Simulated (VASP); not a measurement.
# BaTe (I4/mmm) in VASP: single point with HSE06

Aim: the single point of BaTe with HSE06.

Everything below comes from runs of VASP 6.6.1. Logs are shortened: lines on timing, memory, paths and dates and some standing lists are left out, and cuts for length are marked.

### 1 The cell of the first run

Symmetry: I4/mmm, No. 139, tetragonal system. Conventional cell: a = 5.243 Å, b = 5.243 Å, c = 6.973 Å, α = 90.00°, β = 90.00°, γ = 90.00°. Ba (site symmetry 4/mmm) has 6 Te at 3.49 to 3.71 Å within 4.6 Å. Te (site symmetry 4/mmm) has 6 Ba at 3.49 to 3.71 Å within 4.6 Å.

### 2 Single point, HSE06 (epitaxial xy strain +5.0%)

POSCAR reads:

```
BaTe
1.0
    0.0000000000      3.7072399828      3.4865546582
    3.7072399828      0.0000000000      3.4865546582
    3.7072399828      3.7072399828      0.0000000000
Ba Te
1 1
Direct
    0.0000000000      0.0000000000      0.0000000000
    0.5000000000      0.5000000000      0.5000000000
```

INCAR.step1 reads:

```
SYSTEM = BaTe
ALGO = Normal ; EDIFF = 1E-5
ENCUT = 520 ; GGA = PE
ISIF = 2 ; ISMEAR = 0
LASPH = .True. ; LCHARG = .False.
LREAL = .False. ; LWAVE = .True.
NBANDS = 15 ; NELM = 60
PREC = Accurate ; SIGMA = 0.01
```

INCAR.step2 reads:

```
SYSTEM = BaTe
ALGO = Normal ; EDIFF = 1E-7
ENCUT = 520 ; GGA = PE
HFSCREEN = 0.2079 ; ISIF = 2
ISMEAR = 0 ; ISTART = 1
LASPH = .True. ; LCHARG = .False.
LHFCALC = .True. ; LREAL = .False.
LWAVE = .False. ; NBANDS = 15
NELM = 60 ; PREC = Accurate
PRECFOCK = Normal ; SIGMA = 0.01
```

KPOINTS reads:

```
k-points
0
Gamma
  4 4 4
  0 0 0
```

Potentials or basis: VASP PAW PBE potentials, release 64 (Ba_sv, Te).

Launch:

```sh
> cat potpaw_PBE.64/Ba_sv/POTCAR potpaw_PBE.64/Te/POTCAR > POTCAR
> cp INCAR.step1 INCAR
> mpirun -np 1 vasp_std > vasp.out
> cp INCAR.step2 INCAR
> mpirun -np 1 vasp_std > vasp.out
```

OUTCAR:

```text
SYSTEM = BaTe
   EDIFF = 1E-7
   ENCUT = 520
   GGA = PE
   HFSCREEN = 0.2079
   ISIF = 2
   ISMEAR = 0
   ISTART = 1
   LASPH = .True.
   LHFCALC = .True.
   LREAL = .False.
   NELM = 60
   PREC = Accurate
   PRECFOCK = Normal

 ion  position               nearest neighbor table
   1  0.000  0.000  0.000-   2 3.49   2 3.49   2 3.71   2 3.71   2 3.71   2 3.71
   2  0.500  0.500  0.500-   1 3.49   1 3.49   1 3.71   1 3.71   1 3.71   1 3.71

  LATTYP: Found a body centered tetragonal cell.
 ALAT       =     5.2428290626
 C/A-ratio  =     1.3300279740

  Lattice vectors:

 A1 = (   0.0000000000,  -3.7072399828,  -3.4865546582)
 A2 = (   0.0000000000,   3.7072399828,  -3.4865546582)
 A3 = (   3.7072399828,   0.0000000000,   3.4865546582)

Analysis of symmetry for initial positions (statically):
=====================================================================
 Subroutine PRICEL returns:
 Original cell was already a primitive cell.

 Routine SETGRP: Setting up the symmetry group for a
 body centered tetragonal supercell.

 Subroutine GETGRP returns: Found 16 space group operations
 (whereof 16 operations were pure point group operations)
 out of a pool of 16 trial point group operations.

The static configuration has the point symmetry D_4h.

Analysis of symmetry for dynamics (positions and initial velocities):
=====================================================================
 Subroutine PRICEL returns:
 Original cell was already a primitive cell.

 Routine SETGRP: Setting up the symmetry group for a
 body centered tetragonal supercell.

 Subroutine GETGRP returns: Found 16 space group operations
 (whereof 16 operations were pure point group operations)
 out of a pool of 16 trial point group operations.

The dynamic configuration has the point symmetry D_4h.

 Subroutine INISYM returns: Found 16 space group operations
 (whereof 16 operations are pure point group operations),
 and found     1 'primitive' translations

----------------------------------------------------------------------------------------

                                     Primitive cell

  volume of cell :      95.8358

  direct lattice vectors                    reciprocal lattice vectors
     0.000000000  3.707239983  3.486554658    -0.134871226  0.134871226  0.143408049
     3.707239983  0.000000000  3.486554658     0.134871226 -0.134871226  0.143408049
     3.707239983  3.707239983  0.000000000     0.134871226  0.134871226 -0.143408049

  length of vectors
     5.089173968  5.089173968  5.242829063     0.238634372  0.238634372  0.238634372

  position of ions in fractional coordinates (direct lattice)
     0.000000000  0.000000000  0.000000000
     0.500000000  0.500000000  0.500000000

  ion indices of the primitive-cell ions
   primitive index   ion index
                 1           1
                 2           2

----------------------------------------------------------------------------------------

 KPOINTS: k-points

Automatic generation of k-mesh.
 Grid dimensions read from file:
 generate k-points for:    4    4    4

 Generating k-lattice:

  Cartesian coordinates                     Fractional coordinates (reciprocal lattice)
    -0.033717806  0.033717806  0.035852012     0.250000000  0.000000000  0.000000000
     0.033717806 -0.033717806  0.035852012     0.000000000  0.250000000  0.000000000
     0.033717806  0.033717806 -0.035852012    -0.000000000 -0.000000000  0.250000000

  Length of vectors
     0.059658593  0.059658593  0.059658593

  Shift w.r.t. Gamma in fractional coordinates (k-lattice)
     0.000000000  0.000000000  0.000000000

 Subroutine IBZKPT returns following result:
 ===========================================

 Found     13 irreducible k-points:

 Following reciprocal coordinates:
            Coordinates               Weight
  0.000000  0.000000  0.000000      1.000000
  0.250000  0.000000  0.000000      8.000000
  0.500000  0.000000  0.000000      4.000000
  0.250000  0.250000  0.000000      2.000000
  0.500000  0.250000  0.000000      8.000000
 -0.250000  0.250000  0.000000      4.000000
  0.500000  0.500000  0.000000      1.000000
  0.250000  0.000000  0.250000      4.000000
  0.500000  0.000000  0.250000     16.000000
 -0.250000 -0.000000  0.250000      8.000000
 -0.250000  0.500000  0.250000      4.000000
  0.500000  0.000000  0.500000      2.000000
 -0.250000  0.250000  0.500000      2.000000
   k-points           NKPTS =     13   k-points in BZ     NKDIM =     64   number of bands    NBANDS=     15
   number of dos      NEDOS =    301   number of ions     NIONS =      2
   total plane-waves  NPLWV =  64000
   dimension x,y,z NGX =    40 NGY =   40 NGZ =   40
   dimension x,y,z NGXF=    80 NGYF=   80 NGZF=   80
   ions per type =               1   1
   NGX,Y,Z   is equivalent  to a cutoff of  13.07, 13.07, 12.68 a.u.
   NGXF,Y,Z  is equivalent  to a cutoff of  26.13, 26.13, 25.37 a.u.
 SYSTEM =  BaTe
   PREC   = accura    normal or accurate (medium, high low for compatibility)
   ISTART =      1    job   : 0-new  1-cont  2-samecut
   ICHARG =      0    charge: 1-file 2-atom 10-const
   ISPIN  =      1    spin polarized calculation?
   LNONCOLLINEAR =      F non collinear calculations
   LSORBIT =      F    spin-orbit coupling
   LASPH  =      T    aspherical Exc in radial PAW
   ENCUT  =  520.0 eV  38.22 Ry    6.18 a.u.   9.46  9.46  9.75*2*pi/ulx,y,z
   NELM   =     60;   NELMIN=  2; NELMDL=  0     # of ELM steps
   EDIFF  = 0.1E-06   stopping-criterion for ELM
   LREAL  =      F    real-space projection
   EDIFFG = 0.1E-05   stopping-criterion for IOM
   NSW    =      0    number of steps for IOM
   IBRION =     -1    ionic relax: 0-MD 1-quasi-New 2-CG
   NFREE  =      0    steps in history (QN), initial steepest desc. (CG)
   ISIF   =      2    stress and relaxation
   ISYM   =      3    0-nonsym 1-usesym 2-fastsym
   POTIM  = 0.5000    time-step for ionic-motion
   TEBEG  =    0.0;   TEEND  =   0.0 temperature during run
   PSTRESS=    0.0 pullay stress
   NELECT =      16.0000    total number of electrons
   NUPDOWN=      -1.0000    fix difference up-down
   EMIN   =  10.00;   EMAX   =-10.00  energy-range for DOS
   EFERMI =   0.00;   METHOD = LEGACY
   ISMEAR =     0;   SIGMA  =   0.01  broadening in eV -4-tet -1-fermi 0-gaus
   EFERMI_NEDOS =   21; number of points for ismear=-14 and -15
   IALGO  =     38    algorithm
   IMIX   =      1    mixing-type and parameters
     AMIX     =   0.40;   BMIX     =  1.00
     AMIX_MAG =   1.60;   BMIX_MAG =  1.00
  volume/ion in A,a.u.               =      47.92       323.37
  Fermi-wavevector in a.u.,A,eV,Ry     =   0.901444  1.703483 11.056118  0.812602
  Thomas-Fermi vector in A             =   2.024526
   LORBIT       =      0    0 simple, 1 ext, 2 COOP (PROOUT), +10 PAW based schemes
   GGA     = PE    functional components
   LHFCALC =     T    Hartree Fock is set to
   PRECFOCK=normal    Normal, Fast or Accurate (Low or Medium for compatibility)
   ENCUT4O =  -1.0   cutoff for four orbital integrals eV
   NKREDX  =     1    reduce k-point grid by
   NKREDY  =     1    reduce k-point grid by
   NKREDZ  =     1    reduce k-point grid by
   AEXX    =    0.2500 exact exchange contribution
   HFSCREEN=    0.2079 screening length (either q_TF or 0.3 A-1)
   HFSCREENC=   0.2079 screening length for correlation (either q_TF or 0.3 A-1)
   ENCUTFOCK=  -1.0 apply spherical cutoff to Coloumb kernel
   IVDW    =     0    specifies the selected vdW correction
   LEPSILON=     F    determine dielectric tensor
   LRPA    =     F    only Hartree local field effects (RPA)
 non-spin polarized calculation
 Gauss-broadening in eV      SIGMA  =   0.01
  energy-cutoff  :      520.00
  volume of cell :       95.84
 maximum number of plane-waves:      2613
 NGX is ok and might be reduce to    40
  NGX = 30; NGY = 30; NGZ = 30

 number of electron      16.0000000 magnetization

 Free energy of the ion-electron system (eV)
  ---------------------------------------------------
  ext. energy  EPLUGINS =         0.00000000
  ---------------------------------------------------
  free energy    TOTEN  =        -9.71421738 eV

  energy without entropy =       -9.71421738  energy(sigma->0) =       -9.71421738

 E-fermi :   1.2739     XC(G=0):  -6.5655

 val. band max:        1.1762155504   @ k =   0.0000   0.0000   0.0000
 cond. band min:       3.5601125721   @ k =   0.5000   0.5000   0.0000
 fundamental gap:      2.3838970217
 Fermi energy:         1.2738758358

 k-point     1 :       0.0000    0.0000    0.0000
  band No.  band energies     occupation
      1     -28.1180      2.00000
      2     -12.1913      2.00000
      3     -12.1867      2.00000
      4     -12.1867      2.00000
      5      -9.0408      2.00000
      6       1.0875      2.00000
      7       1.0875      2.00000
      8       1.1762      2.00000
      9       4.2494      0.00000
     10       4.8115      0.00000
     11       4.8115      0.00000
     12       5.1732      0.00000
     13       5.3301      0.00000
     14       5.6816      0.00000
     15       8.9025      0.00000

 k-point     2 :       0.2500    0.0000    0.0000
  band No.  band energies     occupation
      1     -28.1139      2.00000
      2     -12.3452      2.00000
      3     -12.1952      2.00000
      4     -12.1872      2.00000
      5      -8.7426      2.00000
      6      -0.1446      2.00000
      7       0.5469      2.00000
      8       0.5527      2.00000
      9       4.9597      0.00000
     10       5.5454      0.00000
     11       5.6694      0.00000
     12       6.1175      0.00000
     13       6.6250      0.00000
     14       7.1967      0.00000
     15       9.8831      0.00000
[... 167 lines left out ...]
      3     -12.2562      2.00000
      4     -12.2282      2.00000
      5      -8.8420      2.00000
      6      -0.1416      2.00000
      7       0.7339      2.00000
      8       0.7676      2.00000
      9       3.5756      0.00000
     10       5.9376      0.00000
     11       6.4711      0.00000
     12       7.1913      0.00000
     13       7.4013      0.00000
     14       7.6724      0.00000
     15       9.3640      0.00000

 k-point    13 :      -0.2500    0.2500    0.5000
  band No.  band energies     occupation
      1     -28.1078      2.00000
      2     -12.3254      2.00000
      3     -12.2792      2.00000
      4     -12.2792      2.00000
      5      -8.6078      2.00000
      6      -0.2204      2.00000
      7       0.1111      2.00000
      8       0.1111      2.00000
      9       5.6823      0.00000
     10       5.6823      0.00000
     11       6.3344      0.00000
     12       6.5964      0.00000
     13       7.4204      0.00000
     14       9.8765      0.00000
     15       9.8765      0.00000

------------------------ aborting loop because EDIFF is reached ----------------------------------------

  FORCE on cell =-STRESS in cart. coord.  units (eV):
  Direction    XX          YY          ZZ          XY          YZ          ZX
  --------------------------------------------------------------------------------------
  -------------------------------------------------------------------------------------
  Total       -1.6537460     -1.6537460     -0.0147188      0.0000000      0.0000000      0.0000000
  in kB      -27.6472234    -27.6472234     -0.2460677      0.0000000      0.0000000      0.0000000
  external PRESSURE =     -18.5135048 kB  Pullay stress =       0.0000000 kB

 VOLUME and BASIS-vectors are now :
 -----------------------------------------------------------------------------
  energy-cutoff  :      520.00
  volume of cell :       95.84
      direct lattice vectors                 reciprocal lattice vectors
     0.000000000  3.707239983  3.486554658    -0.134871226  0.134871226  0.143408049
     3.707239983  0.000000000  3.486554658     0.134871226 -0.134871226  0.143408049
     3.707239983  3.707239983  0.000000000     0.134871226  0.134871226 -0.143408049

 POSITION                                       TOTAL-FORCE (eV/Angst)
 -----------------------------------------------------------------------------------
      0.00000      0.00000      0.00000         0.000000      0.000000     -0.000000
      3.70724      3.70724      3.48655         0.000000      0.000000      0.000000
 -----------------------------------------------------------------------------------
    total drift:                                0.000000      0.000000     -0.000001

  FREE ENERGIE OF THE ION-ELECTRON SYSTEM (eV)
  ---------------------------------------------------
  free  energy   TOTEN  =        -9.7142173787 eV

  energy  without entropy=       -9.7142173787  energy(sigma->0) =       -9.71421738
```

It took 14 min on 1 thread of Intel Xeon Platinum 8488C (Sapphire Rapids), shared host; peak memory 0.36 GiB.

What came out:

* Free energy: -9.7142 eV
* Pressure: -1.9 GPa
* Band gap on the k mesh: 2.38 eV (least direct gap 2.81 eV)

Stress tensor (GPa, compression positive):
```
-2.76  0.00  0.00
 0.00 -2.76  0.00
 0.00  0.00 -0.02
```

Caveat: the cell differs from its parent crystal (epitaxial xy strain +5.0%); the PAW data sets were made with another functional, which shifts forces and pressure a little; spin-orbit coupling is left out, which moves the levels of the heavy elements.
